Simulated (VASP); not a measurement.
# CsIr2 (Fd-3m) in VASP: notebook

Runs on CsIr2. Level: PBE. Tasks: single point, relaxation of cell and atoms.

Program: VASP 6.6.1. These are calculated values, not measurements. Logs are shortened: lines on timing, memory, paths and dates and some standing lists are left out, and cuts for length are marked.

## Step 1: The cell of the first run

The structure is cubic, space group Fd-3m (No. 227). Conventional cell: a = 8.015 Å, b = 8.015 Å, c = 8.015 Å, α = 90.00°, β = 90.00°, γ = 90.00°. Within 4.4 Å of Cs (site symmetry -43m) lie 12 Ir at 3.32 Å and 4 Cs at 3.47 Å. Ir (site symmetry -3m) has 6 Ir at 2.83 Å and 6 Cs at 3.32 Å within 3.7 Å.

## Step 2: Single point, PBE

File INCAR:

```
SYSTEM = CsIr2
  PREC = Accurate
  ENCUT = 520
  EDIFF = 1E-6
  ISMEAR = 0
  SIGMA = 0.1
  LREAL = .FALSE.
  LASPH = .TRUE.
  NELM = 80
  ALGO = Fast
  ISIF = 2
  LWAVE = .FALSE.
  LCHARG = .TRUE.
  GGA = PE
  LELF = .TRUE.
  LVHAR = .TRUE.
  NBANDS = 36
```

File KPOINTS:

```
regular mesh
0
G
  4 4 4
  0 0 0
```

File POSCAR:

```
CsIr2
1.0
    0.0000000000      4.0076587548      4.0076587548
    4.0076587548      0.0000000000      4.0076587548
    4.0076587548      4.0076587548      0.0000000000
Cs Ir
2 4
Direct
    0.0000000000      0.0000000000      0.0000000000
    0.2500000000      0.2500000000      0.2500000000
    0.6250000000      0.6250000000      0.6250000000
    0.1250000000      0.6250000000      0.6250000000
    0.6250000000      0.6250000000      0.1250000000
    0.6250000000      0.1250000000      0.6250000000
```

Potentials or basis: VASP PAW PBE potentials, release 64 (Cs_sv, Ir).

Command:

```
$ cat potpaw_PBE.64/Cs_sv/POTCAR potpaw_PBE.64/Ir/POTCAR > POTCAR
$ mpirun -np 1 vasp_std > vasp.out
```

OUTCAR:

```text
SYSTEM = CsIr2
   PREC = Accurate
   ENCUT = 520
   EDIFF = 1E-6
   ISMEAR = 0
   LREAL = .FALSE.
   LASPH = .TRUE.
   NELM = 80
   ISIF = 2
   GGA = PE

 ion  position               nearest neighbor table
   1  0.000  0.000  0.000-
   2  0.250  0.250  0.250-
   3  0.625  0.625  0.625-   4 2.83   5 2.83   6 2.83   5 2.83   6 2.83   4 2.83
   4  0.125  0.625  0.625-   3 2.83   5 2.83   6 2.83   3 2.83   5 2.83   6 2.83
   5  0.625  0.625  0.125-   3 2.83   3 2.83   4 2.83   6 2.83   6 2.83   4 2.83
   6  0.625  0.125  0.625-   3 2.83   5 2.83   3 2.83   4 2.83   5 2.83   4 2.83

  LATTYP: Found a face centered cubic cell.
 ALAT       =     8.0153175096

  Lattice vectors:

 A1 = (   0.0000000000,   4.0076587548,   4.0076587548)
 A2 = (   4.0076587548,   0.0000000000,   4.0076587548)
 A3 = (   4.0076587548,   4.0076587548,   0.0000000000)

Analysis of symmetry for initial positions (statically):
=====================================================================
 Subroutine PRICEL returns:
 Original cell was already a primitive cell.

 Routine SETGRP: Setting up the symmetry group for a
 face centered cubic supercell.

 Subroutine GETGRP returns: Found 48 space group operations
 (whereof 24 operations were pure point group operations)
 out of a pool of 48 trial point group operations.

The static configuration has the point symmetry T_d .
 The point group associated with its full space group is O_h .

Analysis of symmetry for dynamics (positions and initial velocities):
=====================================================================
 Subroutine PRICEL returns:
 Original cell was already a primitive cell.

 Routine SETGRP: Setting up the symmetry group for a
 face centered cubic supercell.

 Subroutine GETGRP returns: Found 48 space group operations
 (whereof 24 operations were pure point group operations)
 out of a pool of 48 trial point group operations.

The dynamic configuration has the point symmetry T_d .
 The point group associated with its full space group is O_h .

 Subroutine INISYM returns: Found 48 space group operations
 (whereof 24 operations are pure point group operations),
 and found     1 'primitive' translations

----------------------------------------------------------------------------------------

                                     Primitive cell

  volume of cell :     128.7366

  direct lattice vectors                    reciprocal lattice vectors
     0.000000000  4.007658755  4.007658755    -0.124761121  0.124761121  0.124761121
     4.007658755  0.000000000  4.007658755     0.124761121 -0.124761121  0.124761121
     4.007658755  4.007658755  0.000000000     0.124761121  0.124761121 -0.124761121

  length of vectors
     5.667685364  5.667685364  5.667685364     0.216092601  0.216092601  0.216092601

  position of ions in fractional coordinates (direct lattice)
     0.000000000  0.000000000  0.000000000
     0.250000000  0.250000000  0.250000000
     0.625000000  0.625000000  0.625000000
     0.125000000  0.625000000  0.625000000
     0.625000000  0.625000000  0.125000000
     0.625000000  0.125000000  0.625000000

  ion indices of the primitive-cell ions
   primitive index   ion index
                 1           1
                 2           2
                 3           3
                 4           4
                 5           5
                 6           6

----------------------------------------------------------------------------------------

 KPOINTS: regular mesh

Automatic generation of k-mesh.
 Grid dimensions read from file:
 generate k-points for:    4    4    4

 Generating k-lattice:

  Cartesian coordinates                     Fractional coordinates (reciprocal lattice)
    -0.031190280  0.031190280  0.031190280     0.250000000  0.000000000  0.000000000
     0.031190280 -0.031190280  0.031190280     0.000000000  0.250000000  0.000000000
     0.031190280  0.031190280 -0.031190280     0.000000000  0.000000000  0.250000000

  Length of vectors
     0.054023150  0.054023150  0.054023150

  Shift w.r.t. Gamma in fractional coordinates (k-lattice)
     0.000000000  0.000000000  0.000000000

 Subroutine IBZKPT returns following result:
 ===========================================

 Found      8 irreducible k-points:

 Following reciprocal coordinates:
            Coordinates               Weight
  0.000000  0.000000  0.000000      1.000000
  0.250000  0.000000  0.000000      8.000000
  0.500000  0.000000  0.000000      4.000000
  0.250000  0.250000  0.000000      6.000000
  0.500000  0.250000  0.000000     24.000000
 -0.250000  0.250000  0.000000     12.000000
  0.500000  0.500000  0.000000      3.000000
 -0.250000  0.500000  0.250000      6.000000
   k-points           NKPTS =      8   k-points in BZ     NKDIM =      8   number of bands    NBANDS=     36
   number of dos      NEDOS =    301   number of ions     NIONS =      6
   total plane-waves  NPLWV =  74088
   dimension x,y,z NGX =    42 NGY =   42 NGZ =   42
   dimension x,y,z NGXF=    84 NGYF=   84 NGZF=   84
   ions per type =               2   4
   NGX,Y,Z   is equivalent  to a cutoff of  12.32, 12.32, 12.32 a.u.
   NGXF,Y,Z  is equivalent  to a cutoff of  24.64, 24.64, 24.64 a.u.
 SYSTEM =  CsIr2
   PREC   = accura    normal or accurate (medium, high low for compatibility)
   ISTART =      0    job   : 0-new  1-cont  2-samecut
   ICHARG =      2    charge: 1-file 2-atom 10-const
   ISPIN  =      1    spin polarized calculation?
   LNONCOLLINEAR =      F non collinear calculations
   LSORBIT =      F    spin-orbit coupling
   LASPH  =      T    aspherical Exc in radial PAW
   ENCUT  =  520.0 eV  38.22 Ry    6.18 a.u.  10.54 10.54 10.54*2*pi/ulx,y,z
   NELM   =     80;   NELMIN=  2; NELMDL= -5     # of ELM steps
   EDIFF  = 0.1E-05   stopping-criterion for ELM
   LREAL  =      F    real-space projection
[... 7 lines left out ...]
   TEBEG  =    0.0;   TEEND  =   0.0 temperature during run
   PSTRESS=    0.0 pullay stress
   NELECT =      54.0000    total number of electrons
   NUPDOWN=      -1.0000    fix difference up-down
   EMIN   =  10.00;   EMAX   =-10.00  energy-range for DOS
   EFERMI =   0.00;   METHOD = LEGACY
   ISMEAR =     0;   SIGMA  =   0.10  broadening in eV -4-tet -1-fermi 0-gaus
   EFERMI_NEDOS =   21; number of points for ismear=-14 and -15
   IALGO  =     68    algorithm
   IMIX   =      4    mixing-type and parameters
     AMIX     =   0.40;   BMIX     =  1.00
     AMIX_MAG =   1.60;   BMIX_MAG =  1.00
  volume/ion in A,a.u.               =      21.46       144.79
  Fermi-wavevector in a.u.,A,eV,Ry     =   1.225478  2.315817 20.433164  1.501795
  Thomas-Fermi vector in A             =   2.360514
   LORBIT       =      0    0 simple, 1 ext, 2 COOP (PROOUT), +10 PAW based schemes
   GGA     = PE    functional components
   LHFCALC =     F    Hartree Fock is set to
   AEXX    =    0.0000 exact exchange contribution
   IVDW    =     0    specifies the selected vdW correction
   LEPSILON=     F    determine dielectric tensor
   LRPA    =     F    only Hartree local field effects (RPA)
 non-spin polarized calculation
 RMM-DIIS sequential band-by-band and
 Gauss-broadening in eV      SIGMA  =   0.10
  energy-cutoff  :      520.00
  volume of cell :      128.74
 maximum number of plane-waves:      3490
   NGX = 21   NGY = 21   NGZ = 21

 number of electron      53.9999995 magnetization

 Free energy of the ion-electron system (eV)
  ---------------------------------------------------
  ext. energy  EPLUGINS =         0.00000000
  ---------------------------------------------------
  free energy    TOTEN  =       -30.36999990 eV

  energy without entropy =      -30.25981306  energy(sigma->0) =      -30.31490648

 E-fermi :   5.1780     XC(G=0): -11.6446

 val. band max:        5.1762187404   @ k =   0.5000   0.5000   0.0000
 cond. band min:       5.1862509529   @ k =   0.2500   0.0000   0.0000
 fundamental gap:      0.0100322125
 Fermi energy:         5.1780363020

 k-point     1 :       0.0000    0.0000    0.0000
  band No.  band energies     occupation
      1     -15.7000      2.00000
      2     -14.8574      2.00000
      3      -3.4140      2.00000
      4      -3.4140      2.00000
      5      -3.4140      2.00000
      6      -2.0108      2.00000
[... 28 lines left out ...]
     35       8.6639      0.00000
     36      10.6318      0.00000

 k-point     2 :       0.2500    0.0000    0.0000
  band No.  band energies     occupation
      1     -15.6090      2.00000
      2     -14.9545      2.00000
      3      -3.5492      2.00000
      4      -3.4233      2.00000
      5      -3.4233      2.00000
      6      -2.3055      2.00000
[... 28 lines left out ...]
     35       9.1306      0.00000
     36      10.7706      0.00000

 k-point     3 :       0.5000    0.0000    0.0000
  band No.  band energies     occupation
      1     -15.4822      2.00000
      2     -15.0861      2.00000
      3      -3.9506      2.00000
      4      -3.4281      2.00000
      5      -3.4281      2.00000
      6      -1.9445      2.00000
[... 28 lines left out ...]
     35       9.2553      0.00000
     36      11.3648      0.00000

 k-point     4 :       0.2500    0.2500    0.0000
  band No.  band energies     occupation
      1     -15.5748      2.00000
      2     -14.9903      2.00000
      3      -3.5532      2.00000
      4      -3.5532      2.00000
      5      -3.0700      2.00000
      6      -2.7757      2.00000
[... 28 lines left out ...]
     35       9.0873      0.00000
     36      10.6803      0.00000

 k-point     5 :       0.5000    0.2500    0.0000
  band No.  band energies     occupation
      1     -15.4262      2.00000
      2     -15.1428      2.00000
      3      -3.9680      2.00000
      4      -3.5841      2.00000
      5      -3.0847      2.00000
      6      -2.4703      2.00000
[... 28 lines left out ...]
     35      10.6011      0.00000
     36      11.1910      0.00000

 k-point     6 :      -0.2500    0.2500    0.0000
  band No.  band energies     occupation
      1     -15.4864      2.00000
      2     -15.0814      2.00000
      3      -3.9769      2.00000
      4      -3.4632      2.00000
      5      -3.1606      2.00000
      6      -2.3915      2.00000
[... 28 lines left out ...]
     35      10.0494      0.00000
     36      10.7586      0.00000

 k-point     7 :       0.5000    0.5000    0.0000
  band No.  band energies     occupation
      1     -15.2852      2.00000
      2     -15.2852      2.00000
      3      -3.7165      2.00000
      4      -3.7165      2.00000
      5      -2.9453      2.00000
      6      -2.9453      2.00000
[... 28 lines left out ...]
     35      11.2303      0.00000
     36      11.2402      0.00000

 k-point     8 :      -0.2500    0.5000    0.2500
  band No.  band energies     occupation
      1     -15.2849      2.00000
      2     -15.2849      2.00000
      3      -3.8915      2.00000
      4      -3.8915      2.00000
      5      -2.7056      2.00000
      6      -2.7056      2.00000
[... 28 lines left out ...]
     35      11.5918      0.00000
     36      11.6152      0.00000

------------------------ aborting loop because EDIFF is reached ----------------------------------------

  FORCE on cell =-STRESS in cart. coord.  units (eV):
  Direction    XX          YY          ZZ          XY          YZ          ZX
  --------------------------------------------------------------------------------------
  -------------------------------------------------------------------------------------
  Total        0.5133024      0.5133024      0.5133024      0.0000000      0.0000000     -0.0000000
  in kB        6.3882466      6.3882466      6.3882466      0.0000000      0.0000000     -0.0000000
  external PRESSURE =       6.3882466 kB  Pullay stress =       0.0000000 kB

 VOLUME and BASIS-vectors are now :
 -----------------------------------------------------------------------------
  energy-cutoff  :      520.00
  volume of cell :      128.74
      direct lattice vectors                 reciprocal lattice vectors
     0.000000000  4.007658755  4.007658755    -0.124761121  0.124761121  0.124761121
     4.007658755  0.000000000  4.007658755     0.124761121 -0.124761121  0.124761121
     4.007658755  4.007658755  0.000000000     0.124761121  0.124761121 -0.124761121

 POSITION                                       TOTAL-FORCE (eV/Angst)
 -----------------------------------------------------------------------------------
      0.00000      0.00000      0.00000         0.000000      0.000000     -0.000000
      2.00383      2.00383      2.00383        -0.000000     -0.000000     -0.000000
      5.00957      5.00957      5.00957         0.000000      0.000000      0.000000
      5.00957      3.00574      3.00574         0.000000      0.000000      0.000000
      3.00574      3.00574      5.00957         0.000000      0.000000      0.000000
      3.00574      5.00957      3.00574         0.000000      0.000000      0.000000
 -----------------------------------------------------------------------------------
    total drift:                                0.000000      0.000000      0.000000

  FREE ENERGIE OF THE ION-ELECTRON SYSTEM (eV)
  ---------------------------------------------------
  free  energy   TOTEN  =       -30.3699999016 eV

  energy  without entropy=      -30.2598130551  energy(sigma->0) =      -30.31490648
```

Wall time 67 s (1 thread of Oxide Virtual Turin-like, shared host); peak memory 0.23 GiB.

What came out:

```yaml
Free_energy: -30.3700 eV
Pressure: 0.6 GPa
Band_gap_on_the_k_mesh: zero (bands 27 and 28 overlap by 1.46 eV)
```

Caveat: spin-orbit coupling is left out, which moves the levels of the heavy elements.

## Step 3: Single point, PBE

This run uses another cell than the first one, of 24.31 Å³/atom.

File INCAR:

```
SYSTEM = CsIr2
PREC = Accurate ; ENCUT = 520
EDIFF = 1E-6 ; ISMEAR = 0
SIGMA = 0.1 ; LREAL = .FALSE.
LASPH = .TRUE. ; NELM = 60
ALGO = Normal ; ISIF = 2
LWAVE = .FALSE. ; LCHARG = .FALSE.
GGA = PE ; NBANDS = 36
```

KPOINTS is that of step 2.

Changes to POSCAR since step 2:

```diff
@@ -2,5 +2,5 @@
 1.0
-    0.0000000000      4.0076587548      4.0076587548
-    4.0076587548      0.0000000000      4.0076587548
-    4.0076587548      4.0076587548      0.0000000000
+    0.0000000000      4.1777568094      4.1777568094
+    4.1777568094      0.0000000000      4.1777568094
+    4.1777568094      4.1777568094      0.0000000000
 Cs Ir
```

Potentials or basis: VASP PAW PBE potentials, release 64 (Cs_sv, Ir).

Command:

```
$ cat potpaw_PBE.64/Cs_sv/POTCAR potpaw_PBE.64/Ir/POTCAR > POTCAR
$ mpirun -np 1 vasp_std > vasp.out
```

OUTCAR:

```text
SYSTEM = CsIr2
   PREC = Accurate
   ENCUT = 520
   EDIFF = 1E-6
   ISMEAR = 0
   LREAL = .FALSE.
   LASPH = .TRUE.
   NELM = 60
   ISIF = 2
   GGA = PE

 ion  position               nearest neighbor table
   1  0.000  0.000  0.000-
   2  0.250  0.250  0.250-
   3  0.625  0.625  0.625-   4 2.95   5 2.95   6 2.95   5 2.95   6 2.95   4 2.95
   4  0.125  0.625  0.625-   3 2.95   5 2.95   6 2.95   3 2.95   5 2.95   6 2.95
[... 504 lines left out ...]
  -------------------------------------------------------------------------------------
  Total       -8.0688116     -8.0688116     -8.0688116      0.0000000      0.0000000      0.0000000
  in kB      -88.6463162    -88.6463162    -88.6463162      0.0000000      0.0000000      0.0000000
  external PRESSURE =     -88.6463162 kB  Pullay stress =       0.0000000 kB

 VOLUME and BASIS-vectors are now :
 -----------------------------------------------------------------------------
  energy-cutoff  :      520.00
  volume of cell :      145.83
      direct lattice vectors                 reciprocal lattice vectors
     0.000000000  4.177756809  4.177756809    -0.119681452  0.119681452  0.119681452
     4.177756809  0.000000000  4.177756809     0.119681452 -0.119681452  0.119681452
     4.177756809  4.177756809  0.000000000     0.119681452  0.119681452 -0.119681452

 POSITION                                       TOTAL-FORCE (eV/Angst)
 -----------------------------------------------------------------------------------
      0.00000      0.00000      0.00000        -0.000000     -0.000000     -0.000000
      2.08888      2.08888      2.08888         0.000000      0.000000      0.000000
      5.22220      5.22220      5.22220        -0.000000     -0.000000     -0.000000
      5.22220      3.13332      3.13332        -0.000000     -0.000000     -0.000000
      3.13332      3.13332      5.22220        -0.000000     -0.000000     -0.000000
      3.13332      5.22220      3.13332        -0.000000     -0.000000     -0.000000
 -----------------------------------------------------------------------------------
    total drift:                                0.000000      0.000000     -0.000000

  FREE ENERGIE OF THE ION-ELECTRON SYSTEM (eV)
  ---------------------------------------------------
  free  energy   TOTEN  =       -29.8656746050 eV

  energy  without entropy=      -29.7495259616  energy(sigma->0) =      -29.80760028
```

It took 88 s on 1 thread of Oxide Virtual Turin-like, shared host; peak memory 0.29 GiB.

What came out:

* Free energy: -29.8657 eV
* Pressure: -8.9 GPa
* Band gap on the k mesh: zero (bands 27 and 28 overlap by 1.50 eV)

Caveat: the cell stands under tension; spin-orbit coupling is left out, which moves the levels of the heavy elements.

[end of part 1 of 2]
